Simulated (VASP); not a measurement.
ZnAu, 2 atoms in the cell. Symmetry: Pm-3m, No. 221, cubic system. Conventional cell: a = 3.147 Å, b = 3.147 Å, c = 3.147 Å, α = 90.00°, β = 90.00°, γ = 90.00°. Within 3.6 Å of Zn (site symmetry m-3m) lie 8 Au at 2.73 Å and 6 Zn at 3.15 Å. Within 3.6 Å of Au (site symmetry m-3m) lie 8 Zn at 2.73 Å and 6 Au at 3.15 Å. 

```yaml
Program: VASP 6.6.1
Task: single point
Functional: PBE
Potentials_or_basis: VASP PAW PBE potentials, release 64 (Zn, Au)
Cutoff: 520 eV
k_mesh: 13 × 13 × 13
Occupations: tetrahedron
Spin: no spin polarisation
Dipole_correction: no
Further_INCAR_settings: ALGO = Normal; EDIFF = 1e-06; NBANDS = 18
```

Potentials or basis: VASP PAW PBE potentials, release 64 (Zn, Au).

Command:

```bash
$ cat potpaw_PBE.64/Zn/POTCAR potpaw_PBE.64/Au/POTCAR > POTCAR
$ mpirun -np 1 vasp_std > vasp.out
```

Hardware: 1 thread of AMD EPYC 7R13 Processor (Zen 3), on a shared host.

Task: Estimate the wall time of this run.

Result: Run time: 21 s on 1 thread of AMD EPYC 7R13 Processor (Zen 3), with other jobs on the host, peak memory 0.15 GiB. Counts: scf iterations 11, k points 84.
